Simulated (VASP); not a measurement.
Input of a VASP 6.6.1 run:

Contents of INCAR:

```
PREC = Accurate
ENCUT = 520
EDIFF = 1E-7
ISMEAR = 0
SIGMA = 0.05
LREAL = False
LASPH = True
NELM = 80
ALGO = Normal
ISIF = 2
LWAVE = False
LCHARG = False
GGA = PS
NBANDS = 15
```

File KPOINTS:

```
regular mesh
0
Gamma
  10 10 10
```

The input POSCAR:

```
AsAu
1.0
    0.0000000000      2.8684416576      2.8684416576
    2.8684416576      0.0000000000      2.8684416576
    2.8684416576      2.8684416576      0.0000000000
Au As
1 1
Direct
    0.0000000000      0.0000000000      0.0000000000
    0.2500000000      0.2500000000      0.2500000000
```

Potentials or basis: VASP PAW PBE potentials, release 64 (Au, As).

The run is started by

```sh
$ cat potpaw_PBE.64/Au/POTCAR potpaw_PBE.64/As/POTCAR > POTCAR
$ mpirun -np 1 vasp_std > vasp.out
```

Task: Predict the band gap on the k mesh.

Result: Zero (band 8 reaches 7.43 eV, above the bottom of band 9 at 3.41 eV).

Task: What does it give for the pressure?

Result: 0.0 GPa.

Caveat: the PAW data sets were made with another functional, which shifts forces and pressure a little; spin-orbit coupling is left out, which moves the levels of the heavy elements.
